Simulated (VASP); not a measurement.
# SrTiC (P4mm) in VASP: notebook

SrTiC is run at these levels: PBE; tasks: single point, relaxation of cell and atoms.

All numbers are computed with VASP 6.6.1; they aren't measurements. Logs are shortened: lines on timing, memory, paths and dates and some standing lists are left out, and cuts for length are marked.

## (1) The cell of the first run

Symmetry: P4mm, No. 99, tetragonal system. The conventional cell has a = 3.771 Å, b = 3.771 Å, c = 4.955 Å, α = 90.00°, β = 90.00°, γ = 90.00°. Within 2.9 Å of Sr (site symmetry 4mm) lie 2 C at 2.15 to 2.80 Å and 4 Ti at 2.68 Å. Ti (site symmetry 4mm) has 4 Sr at 2.68 Å and 4 C at 3.27 Å within 3.5 Å. Within 2.9 Å of C (site symmetry 4mm) lie 2 Sr at 2.15 to 2.80 Å.

The cell was built from a structure type or drawn by symmetry, and may not be a known phase.

## (2) Single point, PBE

The input, INCAR:

```
ALGO = Normal
EDIFF = 1E-6
ENCUT = 520
GGA = PE
ISIF = 2
ISMEAR = 0
LASPH = T
LCHARG = T
LELF = T
LREAL = F
LVHAR = T
LWAVE = F
NBANDS = 20
NELM = 80
PREC = Accurate
SIGMA = 0.1
```

The input, KPOINTS:

```
k-points
0
Gamma
  4 4 4
```

The input, POSCAR:

```
SrTiC
1.0
    3.7709579200      0.0000000000      0.0000000000
    0.0000000000      3.7709579200      0.0000000000
    0.0000000000      0.0000000000      4.9545659500
Sr Ti C
1 1 1
Direct
    0.5000000000      0.5000000000      0.9396380600
    0.0000000000      0.0000000000      0.8879411900
    0.5000000000      0.5000000000      0.5049106300
```

Potentials or basis: VASP PAW PBE potentials, release 64 (Sr_sv, Ti_sv, C).

Started as:

```
> cat potpaw_PBE.64/Sr_sv/POTCAR potpaw_PBE.64/Ti_sv/POTCAR potpaw_PBE.64/C/POTCAR > POTCAR
> mpirun -np 1 vasp_std > vasp.out
```

OUTCAR:

```text
EDIFF = 1E-6
   ENCUT = 520
   GGA = PE
   ISIF = 2
   ISMEAR = 0
   LASPH = T
   LREAL = F
   NELM = 80
   PREC = Accurate

 ion  position               nearest neighbor table
   1  0.500  0.500  0.940-   3 2.15   2 2.68   2 2.68   2 2.68   2 2.68   3 2.80
   2  0.000  0.000  0.888-   1 2.68   1 2.68   1 2.68   1 2.68
   3  0.500  0.500  0.505-   1 2.15   1 2.80

  LATTYP: Found a simple tetragonal cell.
 ALAT       =     3.7709579200
 C/A-ratio  =     1.3138746322

  Lattice vectors:

 A1 = (   3.7709579200,   0.0000000000,   0.0000000000)
 A2 = (   0.0000000000,   3.7709579200,   0.0000000000)
 A3 = (   0.0000000000,   0.0000000000,   4.9545659500)

Analysis of symmetry for initial positions (statically):
=====================================================================
 Subroutine PRICEL returns:
 Original cell was already a primitive cell.

 Routine SETGRP: Setting up the symmetry group for a
 simple tetragonal supercell.

 Subroutine GETGRP returns: Found  8 space group operations
 (whereof  8 operations were pure point group operations)
 out of a pool of 16 trial point group operations.

The static configuration has the point symmetry C_4v.

Analysis of symmetry for dynamics (positions and initial velocities):
=====================================================================
 Subroutine PRICEL returns:
 Original cell was already a primitive cell.

 Routine SETGRP: Setting up the symmetry group for a
 simple tetragonal supercell.

 Subroutine GETGRP returns: Found  8 space group operations
 (whereof  8 operations were pure point group operations)
 out of a pool of 16 trial point group operations.

The dynamic configuration has the point symmetry C_4v.

 Subroutine INISYM returns: Found  8 space group operations
 (whereof  8 operations are pure point group operations),
 and found     1 'primitive' translations

----------------------------------------------------------------------------------------

                                     Primitive cell

  volume of cell :      70.4545

  direct lattice vectors                    reciprocal lattice vectors
     3.770957920  0.000000000  0.000000000     0.265184609  0.000000000  0.000000000
     0.000000000  3.770957920  0.000000000     0.000000000  0.265184609  0.000000000
     0.000000000  0.000000000  4.954565950     0.000000000  0.000000000  0.201834027

  length of vectors
     3.770957920  3.770957920  4.954565950     0.265184609  0.265184609  0.201834027

  position of ions in fractional coordinates (direct lattice)
     0.500000000  0.500000000  0.939638060
     0.000000000  0.000000000  0.887941190
     0.500000000  0.500000000  0.504910630

  ion indices of the primitive-cell ions
   primitive index   ion index
                 1           1
                 2           2
                 3           3

----------------------------------------------------------------------------------------

 KPOINTS: k-points

Automatic generation of k-mesh.
 Grid dimensions read from file:
 generate k-points for:    4    4    4

 Generating k-lattice:

  Cartesian coordinates                     Fractional coordinates (reciprocal lattice)
     0.066296152  0.000000000  0.000000000     0.250000000  0.000000000  0.000000000
     0.000000000  0.066296152  0.000000000     0.000000000  0.250000000  0.000000000
     0.000000000  0.000000000  0.050458507     0.000000000  0.000000000  0.250000000

  Length of vectors
     0.066296152  0.066296152  0.050458507

  Shift w.r.t. Gamma in fractional coordinates (k-lattice)
     0.000000000  0.000000000  0.000000000

 Subroutine IBZKPT returns following result:
 ===========================================

 Found     18 irreducible k-points:

 Following reciprocal coordinates:
            Coordinates               Weight
  0.000000  0.000000  0.000000      1.000000
  0.250000  0.000000  0.000000      4.000000
  0.500000  0.000000  0.000000      2.000000
  0.250000  0.250000  0.000000      4.000000
  0.500000  0.250000  0.000000      4.000000
  0.500000  0.500000  0.000000      1.000000
[... 10 lines left out ...]
  0.500000  0.250000  0.500000      4.000000
  0.500000  0.500000  0.500000      1.000000
   k-points           NKPTS =     18   k-points in BZ     NKDIM =     18   number of bands    NBANDS=     20
   number of dos      NEDOS =    301   number of ions     NIONS =      3
   total plane-waves  NPLWV =  31360
   dimension x,y,z NGX =    28 NGY =   28 NGZ =   40
   dimension x,y,z NGXF=    56 NGYF=   56 NGZF=   80
   ions per type =               1   1   1
   NGX,Y,Z   is equivalent  to a cutoff of  12.34, 12.34, 13.42 a.u.
   NGXF,Y,Z  is equivalent  to a cutoff of  24.69, 24.69, 26.84 a.u.
 SYSTEM =  unknown system
   PREC   = accura    normal or accurate (medium, high low for compatibility)
   ISTART =      0    job   : 0-new  1-cont  2-samecut
   ICHARG =      2    charge: 1-file 2-atom 10-const
   ISPIN  =      1    spin polarized calculation?
   LNONCOLLINEAR =      F non collinear calculations
   LSORBIT =      F    spin-orbit coupling
   LASPH  =      T    aspherical Exc in radial PAW
   ENCUT  =  520.0 eV  38.22 Ry    6.18 a.u.   7.01  7.01  9.21*2*pi/ulx,y,z
   NELM   =     80;   NELMIN=  2; NELMDL= -5     # of ELM steps
   EDIFF  = 0.1E-05   stopping-criterion for ELM
   LREAL  =      F    real-space projection
   EDIFFG = 0.1E-04   stopping-criterion for IOM
   NSW    =      0    number of steps for IOM
   IBRION =     -1    ionic relax: 0-MD 1-quasi-New 2-CG
   NFREE  =      0    steps in history (QN), initial steepest desc. (CG)
   ISIF   =      2    stress and relaxation
   ISYM   =      2    0-nonsym 1-usesym 2-fastsym
   POTIM  = 0.5000    time-step for ionic-motion
   TEBEG  =    0.0;   TEEND  =   0.0 temperature during run
   PSTRESS=    0.0 pullay stress
   NELECT =      26.0000    total number of electrons
   NUPDOWN=      -1.0000    fix difference up-down
   EMIN   =  10.00;   EMAX   =-10.00  energy-range for DOS
   EFERMI =   0.00;   METHOD = LEGACY
   ISMEAR =     0;   SIGMA  =   0.10  broadening in eV -4-tet -1-fermi 0-gaus
   EFERMI_NEDOS =   21; number of points for ismear=-14 and -15
   IALGO  =     38    algorithm
   IMIX   =      4    mixing-type and parameters
     AMIX     =   0.40;   BMIX     =  1.00
     AMIX_MAG =   1.60;   BMIX_MAG =  1.00
  volume/ion in A,a.u.               =      23.48       158.48
  Fermi-wavevector in a.u.,A,eV,Ry     =   1.174256  2.219023 18.760777  1.378878
  Thomas-Fermi vector in A             =   2.310656
   LORBIT       =      0    0 simple, 1 ext, 2 COOP (PROOUT), +10 PAW based schemes
   GGA     = PE    functional components
   LHFCALC =     F    Hartree Fock is set to
   AEXX    =    0.0000 exact exchange contribution
   IVDW    =     0    specifies the selected vdW correction
   LEPSILON=     F    determine dielectric tensor
   LRPA    =     F    only Hartree local field effects (RPA)
 non-spin polarized calculation
 Gauss-broadening in eV      SIGMA  =   0.10
  energy-cutoff  :      520.00
  volume of cell :       70.45
 maximum number of plane-waves:      1916
   NGX = 15   NGY = 15   NGZ = 19

 number of electron      25.9999998 magnetization

 Free energy of the ion-electron system (eV)
  ---------------------------------------------------
  ext. energy  EPLUGINS =         0.00000000
  ---------------------------------------------------
  free energy    TOTEN  =        -8.62082919 eV

  energy without entropy =       -8.60082371  energy(sigma->0) =       -8.61082645

 E-fermi :   2.8567     XC(G=0):  -9.1456

 val. band max:        2.8408017111   @ k =   0.5000   0.2500   0.0000
 cond. band min:       2.8780525688   @ k =   0.5000   0.5000   0.2500
 fundamental gap:      0.0372508576
 Fermi energy:         2.8566816140

 k-point     1 :       0.0000    0.0000    0.0000
  band No.  band energies     occupation
      1     -54.3784      2.00000
      2     -31.2958      2.00000
      3     -30.7922      2.00000
      4     -30.6716      2.00000
      5     -30.6716      2.00000
      6     -13.6401      2.00000
[... 12 lines left out ...]
     19       7.7277      0.00000
     20       8.7661      0.00000

 k-point     2 :       0.2500    0.0000    0.0000
  band No.  band energies     occupation
      1     -54.3774      2.00000
      2     -31.4534      2.00000
      3     -30.7998      2.00000
      4     -30.6668      2.00000
      5     -30.4870      2.00000
      6     -13.7905      2.00000
[... 12 lines left out ...]
     19       6.5989      0.00000
     20       7.8103      0.00000

 k-point     3 :       0.5000    0.0000    0.0000
  band No.  band energies     occupation
      1     -54.3763      2.00000
      2     -31.5682      2.00000
      3     -30.7998      2.00000
      4     -30.6620      2.00000
      5     -30.3523      2.00000
      6     -14.0625      2.00000
[... 12 lines left out ...]
     19       5.1839      0.00000
     20       6.8247      0.00000

 k-point     4 :       0.2500    0.2500    0.0000
  band No.  band energies     occupation
      1     -54.3764      2.00000
      2     -31.4417      2.00000
      3     -30.7991      2.00000
      4     -30.6886      2.00000
      5     -30.4809      2.00000
      6     -13.8408      2.00000
[... 12 lines left out ...]
     19       6.3263      0.00000
     20       6.9538      0.00000

 k-point     5 :       0.5000    0.2500    0.0000
  band No.  band energies     occupation
      1     -54.3754      2.00000
      2     -31.4345      2.00000
      3     -30.7986      2.00000
      4     -30.6840      2.00000
      5     -30.4965      2.00000
      6     -13.9517      2.00000
[... 12 lines left out ...]
     19       5.8764      0.00000
     20       6.7194      0.00000
[... 215 lines left out ...]
      6     -14.0555      2.00000
[... 12 lines left out ...]
     19       5.2893      0.00000
     20       6.9449      0.00000

 k-point    16 :       0.2500    0.2500    0.5000
  band No.  band energies     occupation
      1     -54.3764      2.00000
      2     -31.4408      2.00000
      3     -30.7995      2.00000
      4     -30.6886      2.00000
      5     -30.4807      2.00000
      6     -13.8352      2.00000
[... 12 lines left out ...]
     19       6.5304      0.00000
     20       7.4053      0.00000

 k-point    17 :       0.5000    0.2500    0.5000
  band No.  band energies     occupation
      1     -54.3754      2.00000
      2     -31.4336      2.00000
      3     -30.7990      2.00000
      4     -30.6839      2.00000
      5     -30.4964      2.00000
      6     -13.9451      2.00000
[... 12 lines left out ...]
     19       5.5943      0.00000
     20       7.2850      0.00000

 k-point    18 :       0.5000    0.5000    0.5000
  band No.  band energies     occupation
      1     -54.3745      2.00000
      2     -31.2348      2.00000
      3     -30.7977      2.00000
      4     -30.7058      2.00000
      5     -30.7058      2.00000
      6     -13.8326      2.00000
[... 12 lines left out ...]
     19       6.8155      0.00000
     20       7.3027      0.00000

------------------------ aborting loop because EDIFF is reached ----------------------------------------

  FORCE on cell =-STRESS in cart. coord.  units (eV):
  Direction    XX          YY          ZZ          XY          YZ          ZX
  --------------------------------------------------------------------------------------
  -------------------------------------------------------------------------------------
  Total        3.8744674      3.8744674      1.0555803      0.0000000      0.0000000      0.0000000
  in kB       88.1076489     88.1076489     24.0045111      0.0000000      0.0000000      0.0000000
  external PRESSURE =      66.7399363 kB  Pullay stress =       0.0000000 kB

 VOLUME and BASIS-vectors are now :
 -----------------------------------------------------------------------------
  energy-cutoff  :      520.00
  volume of cell :       70.45
      direct lattice vectors                 reciprocal lattice vectors
     3.770957920  0.000000000  0.000000000     0.265184609  0.000000000  0.000000000
     0.000000000  3.770957920  0.000000000     0.000000000  0.265184609  0.000000000
     0.000000000  0.000000000  4.954565950     0.000000000  0.000000000  0.201834027

 POSITION                                       TOTAL-FORCE (eV/Angst)
 -----------------------------------------------------------------------------------
      1.88548      1.88548      4.65550         0.000000     -0.000000      4.272839
      0.00000      0.00000      4.39936        -0.000000     -0.000000     -1.965740
      1.88548      1.88548      2.50161         0.000000      0.000000     -2.307099
 -----------------------------------------------------------------------------------
    total drift:                               -0.000000      0.000000      0.000464

  FREE ENERGIE OF THE ION-ELECTRON SYSTEM (eV)
  ---------------------------------------------------
  free  energy   TOTEN  =        -8.6208291888 eV

  energy  without entropy=       -8.6008237125  energy(sigma->0) =       -8.61082645
```

It took 14 s on 1 thread of Intel Xeon 6975P-C (Granite Rapids), shared host; peak memory 0.19 GiB.

Results:

```yaml
Free_energy: -8.6208 eV
Pressure: 6.7 GPa
Largest_force: 4.273 eV/Å
Band_gap_on_the_k_mesh: zero (bands 13 and 14 overlap by 1.10 eV)
```

Forces on the atoms (eV/Å):
```
Sr   0.000  0.000  4.273
Ti   0.000  0.000 -1.966
C    0.000  0.000 -2.307
```

Caveat: the k points lie up to 0.42 Å⁻¹ apart, too coarse for converged energies and pressures of a metal; forces of over 1 eV/Å act on the atoms, so gaps and moduli don't describe the material at rest.

(Continued in part 2 of 2.)
